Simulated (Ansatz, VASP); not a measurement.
# One calculation of C, two programs

INCAR

```
ALGO = Normal
EDIFF = 1E-6
ENCUT = 520
ISIF = 2
ISMEAR = 0
LASPH = True
LCHARG = False
LREAL = False
LWAVE = False
NBANDS = 26
NELM = 60
PREC = Accurate
SIGMA = 0.05
```

Contents of KPOINTS:

```
k-points
0
Gamma
  6 6 6
```

File POSCAR:

```
C
1.0
    2.4560526930     -1.4180026834      3.3470108394
    0.0000000000      2.8360053668      3.3470108394
   -2.4560526930     -1.4180026834      3.3470108394
C
8
Direct
    0.1640000000      0.1640000000      0.1640000000
    0.6640000000      0.1640000000      0.6640000000
    0.1640000000      0.6640000000      0.6640000000
    0.6640000000      0.6640000000      0.1640000000
    0.8360000000      0.8360000000      0.8360000000
    0.3360000000      0.8360000000      0.3360000000
    0.8360000000      0.3360000000      0.3360000000
    0.3360000000      0.3360000000      0.8360000000
```

Input for Ansatz:

```yaml
crystal:
  lattice:
    - [2.456052693, -1.4180026834, 3.3470108394]
    - [0.0, 2.8360053668, 3.3470108394]
    - [-2.456052693, -1.4180026834, 3.3470108394]
  atoms:
    - { symbol: C, position: [0.164, 0.164, 0.164] }
    - { symbol: C, position: [0.664, 0.164, 0.664] }
    - { symbol: C, position: [0.164, 0.664, 0.664] }
    - { symbol: C, position: [0.664, 0.664, 0.164] }
    - { symbol: C, position: [0.836, 0.836, 0.836] }
    - { symbol: C, position: [0.336, 0.836, 0.336] }
    - { symbol: C, position: [0.836, 0.336, 0.336] }
    - { symbol: C, position: [0.336, 0.336, 0.836] }
basis:
  ecutwfc: 420
kpoints:
  mp_grid: { grid: [6, 6, 6] }
hamiltonian:
  xc: lda
scf:
  occupations: { method: gaussian, width: 0.05 }
output:
  forces: true
  stress: true
  eigenvalues: true
  write_density: true
  write_potential: true
  elf: true
  volumetric_format: npy
```

Alike in both runs: task single point; functional LDA; k mesh 6 × 6 × 6; occupations gaussian, width 0.05 eV; no spin polarisation.

|  | VASP | Ansatz |
| --- | --- | --- |
| version | VASP 6.6.1 | Ansatz 0.2.0 |
| potentials or method | VASP PAW LDA potentials, release 64 (C), cutoff 520 eV | scalar-relativistic, plane waves, PAW |
| valence electrons in the cell | 32 | 32 |

|  | VASP | Ansatz | Ansatz less VASP |
| --- | --- | --- | --- |
| gap on the k mesh at the Fermi level (eV) | 0.77 | 0.77 | -0.002 |
| least direct gap on the mesh (eV) | 0.77 | 0.77 | -0.002 |
| pressure (GPa) | -3.3 | -4.1 | -0.80 |
| traceless stress, the component that is largest in VASP (GPa) | 2.26 | 3.19 | +0.928 |
| rms of the force components (eV/Å) | 0.515 | 0.518 | +0.0035 |

LDA's correlation is that of Perdew and Zunger in VASP and of Perdew and Wang (1992) in Ansatz. Atom by atom the forces differ by 0.003 eV/Å (rms over components).
